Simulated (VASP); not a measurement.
Here is a VASP 6.6.1 calculation.

File INCAR:

```
ALGO = Normal ; EDIFF = 1E-6
ENCUT = 520 ; GGA = PE
ISIF = 2 ; ISMEAR = -1
LASPH = True ; LCHARG = False
LREAL = False ; LWAVE = False
NBANDS = 9 ; NELM = 60
PREC = Accurate ; SIGMA = 0.02
```

Contents of KPOINTS:

```
k-points
0
Gamma
  10 10 10
```

The input POSCAR:

```
LiH
1.0
    0.0256383340      2.0029948411      2.0029948411
    2.0029948411      0.0256383340      2.0029948411
    2.0286331751      2.0286331751      0.0000000000
Li H
1 1
Direct
    0.0000000000      0.0000000000      0.0000000000
    0.5000000000      0.5000000000      0.5000000000
```

Potentials or basis: VASP PAW PBE potentials, release 64 (Li_sv, H).

Launch:

```bash
$ cat potpaw_PBE.64/Li_sv/POTCAR potpaw_PBE.64/H/POTCAR > POTCAR
$ mpirun -np 1 vasp_std > vasp.out
```

**Question.** What does it give for the band gap on the k mesh?

**Answer.** 2.97 eV, indirect (the least direct gap lies 3.0 meV higher).

Caveat: the cell differs from its parent crystal (shear xy strain +2.6%). A k mesh can miss the band edges.
